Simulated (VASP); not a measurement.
# LiMgB4: single point with PBE

Crystal: LiMgB4.

```
Li Mg B
1.0
     3.01959    0.00000    0.00000
    -1.50979    2.61504    0.00000
     0.00000    0.00000    7.11520
Li Mg B
1 1 4
Direct
  0.00000 0.00000 0.50000
  0.00000 0.00000 0.00000
  0.33333 0.66667 0.74842
  0.66667 0.33333 0.74842
  0.33333 0.66667 0.25158
  0.66667 0.33333 0.25158
```

```
Program             : VASP 6.6.1
Task                : single point
Functional          : PBE
Potentials or basis : VASP PAW PBE potentials, release 64 (Li_sv, Mg, B)
Cutoff              : 520 eV
k mesh              : 6 × 6 × 4
Occupations         : gaussian, width 0.1 eV
Spin                : no spin polarisation
```

```yaml
Largest_force: 0.007 eV/Å
Band_gap_on_the_k_mesh: zero (an odd number of electrons rules out a gap without spin polarisation)
```

Forces in eV/Å, atoms in the order of the input:
```
Li   0.000  0.000  0.000
Mg   0.000  0.000  0.000
B    0.000  0.000  0.007
B    0.000  0.000  0.007
B    0.000  0.000 -0.007
B    0.000  0.000 -0.007
```

Levels at points of the mesh, in eV from the Fermi level:
```
           k point  band 5  band 6  band 7  band 8  band 9  band 10  band 11  band 12  band 13  band 14
(0.00, 0.00, 0.00)   -2.76    0.88    0.88    1.15    1.15     2.85     7.14     7.14     7.69     7.69
(0.50, 0.00, 0.00)   -6.67   -2.87   -1.77   -1.47    0.02     0.82     3.47     5.22     5.70     6.65
(0.00, 0.00, 0.50)   -4.23    0.97    0.97    1.06    1.06     5.14     7.28     7.28     7.51     7.51
(0.50, 0.00, 0.50)   -6.78   -1.64   -1.61   -1.36   -1.27     0.65     2.11     5.82     6.43     8.80
```

Run time: 24 s on 1 thread of AMD EPYC 7R13 Processor (Zen 3) (shared host), peak memory 0.15 GiB.

Caveat: the k points lie up to 0.40 Å⁻¹ apart, too coarse for converged energies and pressures of a metal.
